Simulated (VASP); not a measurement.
Write the native input for VASP 6.6.1 that does the following.

- Task: single point
- Functional: PBE
- Potentials or basis: VASP PAW PBE potentials, release 64 (Tl_d, Br)
- Cutoff: 500 eV
- k mesh: 4 × 4 × 4
- Occupations: gaussian, width 0.01 eV
- Spin: no spin polarisation
- Dipole correction: no
- Further INCAR settings: ALGO = Normal; EDIFF = 1e-06; NBANDS = 17

The structure of TlBr lies in POSCAR:

```
TlBr
1.0
    3.9461933130      0.0000000000      0.0000000000
    0.0000000000      3.9461933130      0.0000000000
    0.0000000000      0.0000000000      3.9461933130
Tl Br
1 1
Direct
    0.0000000000      0.0000000000      0.0000000000
    0.5000000000      0.5000000000      0.5000000000
```

The input as run:

INCAR

```
SYSTEM = TlBr
PREC     = Accurate       ! precision mode
ENCUT    = 500            ! plane-wave cutoff, eV
EDIFF    = 1E-6           ! SCF threshold, eV
ISMEAR   = 0              ! smearing method
SIGMA    = 0.01           ! smearing width, eV
LREAL    = .False.        ! projectors in reciprocal space
LASPH    = .True.         ! aspherical terms in the spheres
NELM     = 120            ! most SCF steps
ALGO     = Normal         ! electronic algorithm
ISIF     = 2              ! what is computed and relaxed
LWAVE    = .False.        ! write WAVECAR
LCHARG   = .False.        ! write CHGCAR
GGA      = PE             ! functional
NBANDS   = 17             ! bands
GGA_COMPAT= .False.
```

KPOINTS

```
Automatic mesh
0
Gamma
  4 4 4
  0 0 0
```

Potentials or basis: VASP PAW PBE potentials, release 64 (Tl_d, Br).

Run with:

```bash
$ cat potpaw_PBE.64/Tl_d/POTCAR potpaw_PBE.64/Br/POTCAR > POTCAR
$ mpirun -np 1 vasp_std > vasp.out
```

Results of the run:

```
Pressure               : 2.0 GPa
Band gap on the k mesh : 1.78 eV, direct
```

Caveat: spin-orbit coupling is left out, which moves the levels of the heavy elements.

It took 7 s on 1 thread of Intel(R) Xeon(R) Platinum 8375C CPU @ 2.90GHz (Ice Lake) (shared host), peak memory 0.16 GiB.
